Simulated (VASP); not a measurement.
# LiMgBN2 (I-4m2) in VASP: a series of runs

The runs below take LiMgBN2 through single point, with PBEsol.

All numbers are computed with VASP 6.6.1; they aren't measurements. Logs are shortened: lines on timing, memory, paths and dates and some standing lists are left out, and cuts for length are marked.

## Step 1: The cell of the first run

The structure is tetragonal, space group I-4m2 (No. 119). The conventional cell has a = 4.043 Å, b = 4.043 Å, c = 9.202 Å, α = 90.00°, β = 90.00°, γ = 90.00°. Li (site symmetry -4m2) has 4 N at 2.21 Å and 4 Mg at 2.86 Å within 2.9 Å. Mg (site symmetry -4m2) has 4 N at 2.21 Å and 4 Li at 2.86 Å within 2.9 Å. Within 1.9 Å of B (site symmetry -4m2) lie 2 N at 1.40 Å. N (site symmetry 2mm) has 1 B at 1.40 Å within 1.9 Å.

## Step 2: Single point, PBEsol

INCAR

```
SYSTEM = LiMgBN2
PREC = Accurate
ENCUT = 750
EDIFF = 1E-6
ISMEAR = 0
SIGMA = 0.05
LREAL = .FALSE.
LASPH = .TRUE.
NELM = 120
ALGO = Normal
ISIF = 2
LWAVE = .FALSE.
LCHARG = .FALSE.
GGA = PS
NBANDS = 17
GGA_COMPAT = .FALSE.
```

KPOINTS

```
Automatic mesh
0
G
  8 8 8
  0 0 0
```

POSCAR

```
LiMgBN2
1.0
   -2.0215500000      2.0215500000      4.6008000000
    2.0215500000     -2.0215500000      4.6008000000
    2.0215500000      2.0215500000     -4.6008000000
Li Mg B N
1 1 1 2
Direct
    0.2500000000      0.7500000000      0.5000000000
    0.7500000000      0.2500000000      0.5000000000
    0.5000000000      0.5000000000      0.0000000000
    0.6517393865      0.6517393865      0.0000000000
    0.3482606135      0.3482606135      0.0000000000
```

Potentials or basis: VASP PAW PBE potentials, release 64 (Li_sv, Mg, B, N).

Started as:

```
$ cat potpaw_PBE.64/Li_sv/POTCAR potpaw_PBE.64/Mg/POTCAR potpaw_PBE.64/B/POTCAR potpaw_PBE.64/N/POTCAR > POTCAR
$ mpirun -np 1 vasp_std > vasp.out
```

OUTCAR:

```text
SYSTEM = LiMgBN2
   PREC = Accurate
   ENCUT = 750
   EDIFF = 1E-6
   ISMEAR = 0
   LREAL = .FALSE.
   LASPH = .TRUE.
   NELM = 120
   ISIF = 2
   GGA = PS

 ion  position               nearest neighbor table
   1  0.250  0.750  0.500-   2 2.86   2 2.86   2 2.86   2 2.86
   2  0.750  0.250  0.500-   5 2.21   4 2.21   5 2.21   4 2.21   1 2.86   1 2.86   1 2.86   1 2.86

   3  0.500  0.500  0.000-   4 1.40   5 1.40
   4  0.652  0.652  0.000-   3 1.40   2 2.21   2 2.21
   5  0.348  0.348  0.000-   3 1.40   2 2.21   2 2.21

  LATTYP: Found a body centered tetragonal cell.
 ALAT       =     4.0431000000
 C/A-ratio  =     2.2758774208

  Lattice vectors:

 A1 = (  -2.0215500000,   2.0215500000,   4.6008000000)
 A2 = (   2.0215500000,  -2.0215500000,   4.6008000000)
 A3 = (   2.0215500000,   2.0215500000,  -4.6008000000)

Analysis of symmetry for initial positions (statically):
=====================================================================
 Subroutine PRICEL returns:
 Original cell was already a primitive cell.

 Routine SETGRP: Setting up the symmetry group for a
 body centered tetragonal supercell.

 Subroutine GETGRP returns: Found  8 space group operations
 (whereof  8 operations were pure point group operations)
 out of a pool of 16 trial point group operations.

The static configuration has the point symmetry D_2d.

Analysis of symmetry for dynamics (positions and initial velocities):
=====================================================================
 Subroutine PRICEL returns:
 Original cell was already a primitive cell.

 Routine SETGRP: Setting up the symmetry group for a
 body centered tetragonal supercell.

 Subroutine GETGRP returns: Found  8 space group operations
 (whereof  8 operations were pure point group operations)
 out of a pool of 16 trial point group operations.

The dynamic configuration has the point symmetry D_2d.

 Subroutine INISYM returns: Found  8 space group operations
 (whereof  8 operations are pure point group operations),
 and found     1 'primitive' translations

----------------------------------------------------------------------------------------

                                     Primitive cell

  volume of cell :      75.2077

  direct lattice vectors                    reciprocal lattice vectors
    -2.021550000  2.021550000  4.600800000     0.000000000  0.247334966  0.108676752
     2.021550000 -2.021550000  4.600800000     0.247334966  0.000000000  0.108676752
     2.021550000  2.021550000 -4.600800000     0.247334966  0.247334966  0.000000000

  length of vectors
     5.416704667  5.416704667  5.416704667     0.270157772  0.270157772  0.349784463

  position of ions in fractional coordinates (direct lattice)
     0.250000000  0.750000000  0.500000000
     0.750000000  0.250000000  0.500000000
     0.500000000  0.500000000  0.000000000
     0.651739386  0.651739386  0.000000000
     0.348260614  0.348260614  0.000000000

  ion indices of the primitive-cell ions
   primitive index   ion index
                 1           1
                 2           2
                 3           3
                 4           4
                 5           5

----------------------------------------------------------------------------------------

 KPOINTS: Automatic mesh

Automatic generation of k-mesh.
 Grid dimensions read from file:
 generate k-points for:    8    8    8

 Generating k-lattice:

  Cartesian coordinates                     Fractional coordinates (reciprocal lattice)
     0.000000000  0.030916871  0.013584594     0.125000000 -0.000000000  0.000000000
     0.030916871  0.000000000  0.013584594    -0.000000000  0.125000000  0.000000000
     0.030916871  0.030916871  0.000000000     0.000000000  0.000000000  0.125000000

  Length of vectors
     0.033769721  0.033769721  0.043723058

  Shift w.r.t. Gamma in fractional coordinates (k-lattice)
     0.000000000  0.000000000  0.000000000

 Subroutine IBZKPT returns following result:
 ===========================================

 Found     59 irreducible k-points:

[... 43 lines left out ...]

 E-fermi :   0.4752     XC(G=0):  -8.1602

 val. band max:        0.1845544900   @ k =   0.5000   0.5000   0.5000
 cond. band min:       2.2464676487   @ k =   0.0000   0.0000   0.0000
 fundamental gap:      2.0619131587
 Fermi energy:         0.4751521004

 k-point     1 :       0.0000    0.0000    0.0000
  band No.  band energies     occupation
      1     -43.0705      2.00000
      2     -13.6901      2.00000
      3     -12.7768      2.00000
      4      -4.3711      2.00000
      5      -2.2062      2.00000
      6      -1.7720      2.00000
[... 9 lines left out ...]
     16      11.0716      0.00000
     17      11.0727      0.00000

 k-point     2 :       0.1250   -0.0000    0.0000
  band No.  band energies     occupation
      1     -43.0705      2.00000
      2     -13.6594      2.00000
      3     -12.7932      2.00000
      4      -4.3360      2.00000
      5      -2.4040      2.00000
      6      -1.9574      2.00000
[... 9 lines left out ...]
     16      10.8980      0.00000
     17      10.9379      0.00000

 k-point     3 :       0.2500   -0.0000    0.0000
  band No.  band energies     occupation
      1     -43.0703      2.00000
      2     -13.5797      2.00000
      3     -12.8377      2.00000
      4      -4.2503      2.00000
      5      -2.9297      2.00000
      6      -2.1276      2.00000
[... 9 lines left out ...]
     16      10.2143      0.00000
     17      10.6913      0.00000

 k-point     4 :       0.3750   -0.0000    0.0000
  band No.  band energies     occupation
      1     -43.0702      2.00000
      2     -13.4878      2.00000
      3     -12.8931      2.00000
      4      -4.1542      2.00000
      5      -3.4079      2.00000
      6      -2.2027      2.00000
[... 9 lines left out ...]
     16       9.5747      0.00000
     17      11.0591      0.00000
[... 343 lines left out ...]
      1     -43.0701      2.00000
      2     -13.5118      2.00000
      3     -12.8474      2.00000
      4      -4.1580      2.00000
      5      -3.0074      2.00000
      6      -2.4295      2.00000
[... 9 lines left out ...]
     16       9.7926      0.00000
     17      10.4628      0.00000

 k-point    23 :       0.2500    0.1250    0.1250
  band No.  band energies     occupation
      1     -43.0700      2.00000
      2     -13.4384      2.00000
      3     -12.8820      2.00000
      4      -4.0268      2.00000
      5      -3.3275      2.00000
      6      -2.5717      2.00000
[... 9 lines left out ...]
     16       9.7530      0.00000
     17      10.9457      0.00000

 k-point    24 :       0.3750    0.1250    0.1250
  band No.  band energies     occupation
      1     -43.0700      2.00000
      2     -13.4048      2.00000
      3     -12.8993      2.00000
      4      -3.9515      2.00000
      5      -3.4919      2.00000
      6      -2.6009      2.00000
[... 9 lines left out ...]
     16       9.7726      0.00000
     17      11.1872      0.00000

 [... further k-points ...]
[... 5 lines left out ...]
  --------------------------------------------------------------------------------------
  -------------------------------------------------------------------------------------
  Total       -4.4166999     -4.4166999     -8.4579979      0.0000000     -0.0000000      0.0000000
  in kB      -94.0905815    -94.0905815   -180.1838385      0.0000000     -0.0000000      0.0000000
  external PRESSURE =    -122.7883339 kB  Pullay stress =       0.0000000 kB

 VOLUME and BASIS-vectors are now :
 -----------------------------------------------------------------------------
  energy-cutoff  :      750.00
  volume of cell :       75.21
      direct lattice vectors                 reciprocal lattice vectors
    -2.021550000  2.021550000  4.600800000     0.000000000  0.247334966  0.108676752
     2.021550000 -2.021550000  4.600800000     0.247334966  0.000000000  0.108676752
     2.021550000  2.021550000 -4.600800000     0.247334966  0.247334966  0.000000000

 POSITION                                       TOTAL-FORCE (eV/Angst)
 -----------------------------------------------------------------------------------
      2.02155     -0.00000      2.30040         0.000000      0.000000      0.000000
     -0.00000      2.02155      2.30040         0.000000      0.000000     -0.000000
      0.00000      0.00000      4.60080         0.000000      0.000000      0.000000
      0.00000      0.00000      5.99705        -0.000000     -0.000000     -1.433018
      0.00000      0.00000      3.20455        -0.000000     -0.000000      1.433018
 -----------------------------------------------------------------------------------
    total drift:                               -0.000000      0.000000     -0.000000

  FREE ENERGIE OF THE ION-ELECTRON SYSTEM (eV)
  ---------------------------------------------------
  free  energy   TOTEN  =       -32.2197791721 eV

  energy  without entropy=      -32.2197791721  energy(sigma->0) =      -32.21977917
```

Wall time 4.4 min (1 thread of Intel Xeon 8259CL, shared host); peak memory 0.42 GiB.

Results:

```
Free energy            : -32.2198 eV
Pressure               : -12.3 GPa
Largest force          : 1.433 eV/Å
Band gap on the k mesh : 2.06 eV (least direct gap 3.18 eV)
```

Forces on the atoms (eV/Å):
```
Li   0.000  0.000  0.000
Mg   0.000  0.000  0.000
B    0.000  0.000  0.000
N    0.000  0.000 -1.433
N    0.000  0.000  1.433
```

Levels at points of the mesh, in eV from the valence-band top:
```tsv
k point	band 6	band 7	band 8	band 9	band 10	band 11	band 12	band 13
(0.00, 0.00, 0.00)	-1.96	-1.96	-1.22	-1.22	2.06	5.66	7.10	7.10
(0.50, 0.00, 0.00)	-2.40	-2.20	-1.04	-0.57	4.68	5.11	6.46	6.80
(0.50, 0.50, 0.00)	-3.05	-2.64	-1.75	-0.34	4.71	5.22	6.09	7.13
(0.50, 0.50, 0.50)	-2.67	-2.67	0.00	0.00	3.19	5.23	6.00	6.00
```

Caveat: the cell stands under tension; the PAW data sets were made with another functional, which shifts forces and pressure a little.

## Step 3: Single point, PBEsol

This run uses another cell than the first one, of 14.95 Å³/atom.

INCAR

```
PREC = Accurate ; ENCUT = 750
EDIFF = 1E-6 ; ISMEAR = 0
SIGMA = 0.05 ; LREAL = F
LASPH = T ; NELM = 120
ALGO = Normal ; ISIF = 2
LWAVE = F ; LCHARG = F
GGA = PS ; NBANDS = 17
GGA_COMPAT = F
```

KPOINTS

```
regular mesh
0
Gamma
  8 8 8
```

Edit POSCAR of step 2 so:

```diff
@@ -2,5 +2,5 @@
 1.0
-   -2.0215500000      2.0215500000      4.6008000000
-    2.0215500000     -2.0215500000      4.6008000000
-    2.0215500000      2.0215500000     -4.6008000000
+   -1.9774500000      1.9774500000      4.7777500000
+    1.9774500000     -1.9774500000      4.7777500000
+    1.9774500000      1.9774500000     -4.7777500000
 Li Mg B N
```

Potentials or basis: VASP PAW PBE potentials, release 64 (Li_sv, Mg, B, N).

Started as:

```
$ cat potpaw_PBE.64/Li_sv/POTCAR potpaw_PBE.64/Mg/POTCAR potpaw_PBE.64/B/POTCAR potpaw_PBE.64/N/POTCAR > POTCAR
$ mpirun -np 1 vasp_std > vasp.out
```

It took 5.5 min on 1 thread of Intel Xeon 8259CL, shared host; peak memory 0.45 GiB.

The run converged. Its results:

- Free energy: -31.9553 eV
- Pressure: -15.2 GPa
- Largest force: 3.226 eV/Å
- Band gap on the k mesh: 2.12 eV (least direct gap 3.21 eV)

Forces in eV/Å, atoms in the order of the input:
```
Li   0.000  0.000  0.000
Mg   0.000  0.000  0.000
B    0.000  0.000  0.000
N    0.000  0.000 -3.226
N    0.000  0.000  3.226
```

Stress tensor (GPa, compression positive):
```
 -7.30   0.00   0.00
  0.00  -7.30   0.00
  0.00   0.00 -31.09
```

Levels at points of the mesh, in eV from the valence-band top:
```csv
k point,band 6,band 7,band 8,band 9,band 10,band 11,band 12,band 13
"(0.00, 0.00, 0.00)",-1.73,-1.73,-1.17,-1.17,2.12,5.46,6.69,6.69
"(0.50, 0.00, 0.00)",-2.39,-1.94,-1.14,-0.53,4.63,5.09,6.14,6.90
"(0.50, 0.50, 0.00)",-3.09,-2.50,-1.75,-0.44,4.68,4.77,5.77,6.87
"(0.50, 0.50, 0.50)",-2.43,-2.43,0.00,0.00,3.32,5.26,5.65,5.65
```

Caveat: the cell stands under tension; the PAW data sets were made with another functional, which shifts forces and pressure a little. A k mesh can miss the band edges.

## Step 4: Single point, PBEsol

This run uses another cell than the first one, of 15.50 Å³/atom.

INCAR

```
PREC     = Accurate       # precision mode
ENCUT    = 750            # plane-wave cutoff, eV
EDIFF    = 1E-6           # SCF threshold, eV
ISMEAR   = 0              # smearing method
SIGMA    = 0.05           # smearing width, eV
LREAL    = F              # projectors in reciprocal space
LASPH    = T              # aspherical terms in the spheres
NELM     = 120            # most SCF steps
ALGO     = Normal         # electronic algorithm
ISIF     = 2              # what is computed and relaxed
LWAVE    = F              # write WAVECAR
LCHARG   = F              # write CHGCAR
GGA      = PS             # functional
NBANDS   = 17             # bands
GGA_COMPAT= F
```

KPOINTS is that of step 3.

Edit POSCAR of step 3 so:

```diff
@@ -2,5 +2,5 @@
 1.0
-   -1.9774500000      1.9774500000      4.7777500000
-    1.9774500000     -1.9774500000      4.7777500000
-    1.9774500000      1.9774500000     -4.7777500000
+   -1.9774500000      1.9774500000      4.9547000000
+    1.9774500000     -1.9774500000      4.9547000000
+    1.9774500000      1.9774500000     -4.9547000000
 Li Mg B N
```

Started as:

```
$ cat potpaw_PBE.64/Li_sv/POTCAR potpaw_PBE.64/Mg/POTCAR potpaw_PBE.64/B/POTCAR potpaw_PBE.64/N/POTCAR > POTCAR
$ mpirun -np 1 vasp_std > vasp.out
```

It took 7 min on 1 thread of Intel Xeon 8259CL, shared host; peak memory 0.5 GiB.

It converged, with:

| Quantity | Value |
| --- | --- |
| Free energy | -31.3356 eV |
| Pressure | -18.3 GPa |
| Largest force | 4.275 eV/Å |
| Band gap on the k mesh | 2.02 eV (least direct gap 3.05 eV) |

Forces in eV/Å, atoms in the order of the input:
```
Li   0.000  0.000  0.000
Mg   0.000  0.000  0.000
B    0.000  0.000  0.000
N    0.000  0.000 -4.275
N    0.000  0.000  4.275
```

Stress tensor (GPa, compression positive):
```
 -7.31   0.00   0.00
  0.00  -7.31   0.00
  0.00   0.00 -40.41
```

Levels at points of the mesh, in eV from the valence-band top:
```csv
k point,band 7,band 8,band 9,band 10,band 11,band 12
"(0.00, 0.00, 0.00)",-1.55,-1.09,-1.09,2.02,5.26,6.22
"(0.50, 0.00, 0.00)",-1.73,-1.19,-0.49,4.33,4.92,5.77
"(0.50, 0.50, 0.00)",-2.33,-1.70,-0.48,4.37,4.55,5.36
"(0.50, 0.50, 0.50)",-2.22,0.00,0.00,3.36,4.99,5.29
```

Caveat: the cell stands under tension; the PAW data sets were made with another functional, which shifts forces and pressure a little. A k mesh can miss the band edges.

## Step 5: Single point, PBEsol

This run uses another cell than the first one, of 15.62 Å³/atom.

INCAR

```
SYSTEM = LiMgBN2
ALGO = Normal
EDIFF = 1E-6
ENCUT = 750
GGA = PS
GGA_COMPAT = .FALSE.
ISIF = 2
ISMEAR = 0
LASPH = .TRUE.
LCHARG = .FALSE.
LREAL = .FALSE.
LWAVE = .FALSE.
NBANDS = 17
NELM = 120
PREC = Accurate
SIGMA = 0.05
```

KPOINTS

```
k-points
0
G
  8 8 8
  0 0 0
```

Edit POSCAR of step 4 so:

```diff
@@ -2,5 +2,5 @@
 1.0
-   -1.9774500000      1.9774500000      4.9547000000
-    1.9774500000     -1.9774500000      4.9547000000
-    1.9774500000      1.9774500000     -4.9547000000
+   -2.0215500000      2.0215500000      4.7777500000
+    2.0215500000     -2.0215500000      4.7777500000
+    2.0215500000      2.0215500000     -4.7777500000
 Li Mg B N
```

Started as:

```
$ cat potpaw_PBE.64/Li_sv/POTCAR potpaw_PBE.64/Mg/POTCAR potpaw_PBE.64/B/POTCAR potpaw_PBE.64/N/POTCAR > POTCAR
$ mpirun -np 1 vasp_std > vasp.out
```

Wall time 5.1 min (1 thread of Intel Xeon 8259CL, shared host); peak memory 0.45 GiB.

The run converged. Its results:

| Item | Value |
| --- | --- |
| Free energy | -31.7827 eV |
| Pressure | -16.2 GPa |
| Largest force | 3.039 eV/Å |
| Band gap on the k mesh | 1.99 eV (least direct gap 3.07 eV) |

Forces on the atoms (eV/Å):
```
Li   0.000  0.000  0.000
Mg   0.000  0.000  0.000
B    0.000  0.000  0.000
N    0.000  0.000 -3.039
N    0.000  0.000  3.039
```

Stress tensor (GPa, compression positive):
```
 -9.30   0.00   0.00
  0.00  -9.30   0.00
  0.00   0.00 -30.07
```

Levels at points of the mesh, in eV from the valence-band top:
```
           k point  band 6  band 7  band 8  band 9  band 10  band 11  band 12  band 13
(0.00, 0.00, 0.00)   -1.75   -1.75   -1.14   -1.14     1.99     5.43     6.62     6.62
(0.50, 0.00, 0.00)   -2.34   -1.96   -1.09   -0.53     4.53     4.95     6.08     6.64
(0.50, 0.50, 0.00)   -3.01   -2.45   -1.70   -0.38     4.62     4.79     5.74     6.79
(0.50, 0.50, 0.50)   -2.43   -2.43    0.00    0.00     3.23     4.98     5.61     5.61
```

Caveat: the cell stands under tension; the PAW data sets were made with another functional, which shifts forces and pressure a little.

## Step 6: Single point, PBEsol

This run uses another cell than the first one, of 16.20 Å³/atom.

INCAR

```
SYSTEM = LiMgBN2
  PREC = Accurate
  ENCUT = 750
  EDIFF = 1E-6
  ISMEAR = 0
  SIGMA = 0.05
  LREAL = .FALSE.
  LASPH = .TRUE.
  NELM = 120
  ALGO = Normal
  ISIF = 2
  LWAVE = .FALSE.
  LCHARG = .TRUE.
  GGA = PS
  LELF = .TRUE.
  LVHAR = .TRUE.
  NBANDS = 17
  GGA_COMPAT = .FALSE.
```

KPOINTS

```
regular mesh
0
G
  8 8 8
  0 0 0
```

Edit POSCAR of step 5 so:

```diff
@@ -2,5 +2,5 @@
 1.0
-   -2.0215500000      2.0215500000      4.7777500000
-    2.0215500000     -2.0215500000      4.7777500000
-    2.0215500000      2.0215500000     -4.7777500000
+   -2.0215500000      2.0215500000      4.9547000000
+    2.0215500000     -2.0215500000      4.9547000000
+    2.0215500000      2.0215500000     -4.9547000000
 Li Mg B N
```

Potentials or basis: VASP PAW PBE potentials, release 64 (Li_sv, Mg, B, N).

Started as:

```
$ cat potpaw_PBE.64/Li_sv/POTCAR potpaw_PBE.64/Mg/POTCAR potpaw_PBE.64/B/POTCAR potpaw_PBE.64/N/POTCAR > POTCAR
$ mpirun -np 1 vasp_std > vasp.out
```

Run time: 6.4 min. Hardware: 1 thread of Intel Xeon 8259CL, shared host; peak memory 0.51 GiB.

Results (log left out):

- Free energy: -31.1581 eV
- Pressure: -19.1 GPa
- Largest force: 4.109 eV/Å
- Band gap on the k mesh: 1.90 eV (least direct gap 2.92 eV)

Forces in eV/Å, atoms in the order of the input:
```
Li   0.000  0.000  0.000
Mg   0.000  0.000  0.000
B    0.000  0.000  0.000
N    0.000  0.000 -4.109
N    0.000  0.000  4.109
```

Stress tensor (GPa, compression positive):
```
 -9.13   0.00   0.00
  0.00  -9.13   0.00
  0.00   0.00 -38.89
```

Levels at points of the mesh, in eV from the valence-band top:
```csv
k point,band 7,band 8,band 9,band 10,band 11,band 12
"(0.00, 0.00, 0.00)",-1.57,-1.07,-1.07,1.90,5.23,6.16
"(0.50, 0.00, 0.00)",-1.76,-1.13,-0.49,4.29,4.77,5.71
"(0.50, 0.50, 0.00)",-2.27,-1.65,-0.42,4.40,4.50,5.35
"(0.50, 0.50, 0.50)",-2.22,0.00,0.00,3.27,4.72,5.25
```

Caveat: the cell stands under tension; the PAW data sets were made with another functional, which shifts forces and pressure a little.

## Step 7: Summary

| cell | gap on the mesh (eV) | pressure (GPa) | largest force (eV/Å) |
| --- | --- | --- | --- |
| a = 5.417 Å, angles 136.2, 136.2, 63.7°, 5 atoms | 2.06 | -12.3 | 1.43 |
| a = 5.536 Å, angles 138.1, 138.1, 60.7°, 5 atoms | 2.12 | -15.2 | 3.23 |
| a = 5.689 Å, angles 139.3, 139.3, 58.9°, 5 atoms | 2.02 | -18.3 | 4.27 |
| a = 5.568 Å, angles 137.4, 137.4, 61.8°, 5 atoms | 1.99 | -16.2 | 3.04 |
| a = 5.720 Å, angles 138.6, 138.6, 60.0°, 5 atoms | 1.90 | -19.1 | 4.11 |

Alike in all rows: task single point; level PBEsol; potentials or basis VASP PAW PBE potentials, release 64 (Li_sv, Mg, B, N); no spin polarisation; k mesh 8 × 8 × 8; cutoff (eV) 750; smearing gaussian 0.05 eV.

Caveats: the cell stands under tension; the PAW data sets were made with another functional, which shifts forces and pressure a little.

Absolute energies hang on the potentials; compare differences alone.
